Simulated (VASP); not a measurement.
Crystal: CdTe.

```
Te Cd
1.0
     0.00000    3.18349    3.18349
     3.18349    0.00000    3.18349
     3.18349    3.18349    0.00000
Te Cd
1 1
Direct
  0.75000 0.75000 0.75000
  0.00000 0.00000 0.00000
```

Base run:

- Program: VASP 6.6.1
- Functional: PBEsol
- Potentials or basis: VASP PAW PBE potentials, release 64 (Te, Cd)
- Cutoff: 520 eV
- k mesh: 7 × 7 × 7
- Occupations: fermi-dirac, width 0.05 eV
- Spin: no spin polarisation

Its results: band gap on the k mesh 0.82 eV, direct; pressure 2.9 GPa.

Q: The run is repeated on the same cell with these changes: functional from PBEsol to PBE. What comes out?

A: Band gap on the k mesh 0.94 eV, direct; pressure 5.6 GPa.

PBE binds less tightly than PBEsol, so the same cell stands under more pressure.

Caveats: spin-orbit coupling is left out, which moves the levels of the heavy elements; the PAW data sets were made with another functional, which shifts forces and pressure a little (some runs).

